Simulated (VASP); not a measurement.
Wanted: the native input for a VASP 6.6.1 run.

* Task: single point
* Functional: PBE
* Potentials or basis: VASP PAW PBE potentials, release 64 (Pb_d, F)
* Cutoff: 520 eV
* k mesh: 6 × 6 × 6
* Occupations: tetrahedron
* Spin: no spin polarisation
* Dipole correction: no
* Further INCAR settings: ALGO = Normal; EDIFF = 1e-06; NBANDS = 21

The structure of PbF2 lies in POSCAR:

```
PbF2
1.0
    0.0000000000      2.9458082816      2.9458082816
    2.9458082816      0.0000000000      2.9458082816
    2.9458082816      2.9458082816      0.0000000000
Pb F
1 2
Direct
    0.0000000000      0.0000000000      0.0000000000
    0.2500000000      0.2500000000      0.2500000000
    0.7500000000      0.7500000000      0.7500000000
```

One way to write it, as run:

INCAR

```
ALGO = Normal ; EDIFF = 1E-6
ENCUT = 520 ; GGA = PE
ISIF = 2 ; ISMEAR = -5
LASPH = True ; LCHARG = False
LREAL = False ; LWAVE = False
NBANDS = 21 ; NELM = 100
PREC = Accurate ; SIGMA = 0.1
```

KPOINTS

```
k-points
0
Gamma
  6 6 6
```

Potentials or basis: VASP PAW PBE potentials, release 64 (Pb_d, F).

Launch:

```sh
$ cat potpaw_PBE.64/Pb_d/POTCAR potpaw_PBE.64/F/POTCAR > POTCAR
$ mpirun -np 1 vasp_std > vasp.out
```

Results of the run:

```yaml
Pressure: 4.0 GPa
Band_gap_on_the_k_mesh: 4.44 eV (least direct gap 4.56 eV)
```

Caveat: the cell stands under pressure; spin-orbit coupling is left out, which moves the levels of the heavy elements.

Wall time 21 s on 1 thread of AMD EPYC 7R43 64-Core Processor (Zen 3), on a shared host, peak memory 0.13 GiB.
